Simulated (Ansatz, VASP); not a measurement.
MgBe2Te2O: VASP beside Ansatz

```
Mg Be Te O
1.0
     4.04090    0.00000    0.00000
    -2.02045    3.49953    0.00000
     0.00000    0.00000    6.78463
Mg Be Te O
1 2 2 1
Direct
  0.00000 0.00000 0.50000
  0.33333 0.66667 0.33940
  0.66667 0.33333 0.66060
  0.33333 0.66667 0.73116
  0.66667 0.33333 0.26884
  0.00000 0.00000 0.00000
```

Change from the starting cell: species swapped into the LiCeCu2P2 type (P-3m1, No. 164).

Alike in both runs: task single point; functional PBE; k mesh 6 × 6 × 4; occupations gaussian, width 0.1 eV; no spin polarisation.

```csv
,VASP,Ansatz
version,VASP 6.6.1,Ansatz 0.2.0
potentials or method,"VASP PAW PBE potentials, release 64 (Mg, Be, Te, O), cutoff 520 eV","scalar-relativistic, plane waves, PAW"
valence electrons in the cell,24,52
```

VASP gave:

```
gap on the k mesh at the Fermi level (eV)                     : none
pressure (GPa)                                                : 12.5
traceless stress, the component that is largest in VASP (GPa) : -1.77
rms of the force components (eV/Å)                            : 1.158
```

Problem. Which values does Ansatz return?

Solution. gap on the k mesh at the Fermi level (eV): none; pressure (GPa): 12.3; traceless stress, the component that is largest in VASP (GPa): -1.65; rms of the force components (eV/Å): 1.154.

Atom by atom the forces differ by 0.005 eV/Å (rms over components). A gap of «none» marks a metal or a gap that the smearing closes. The functional is the same, so the differences come from potentials, cutoffs and numerics. VASP's potentials hold 24 valence electrons a cell and Ansatz's 52, so a difference there can come from the potentials and not from the codes.

Neither program's run includes spin-orbit coupling.
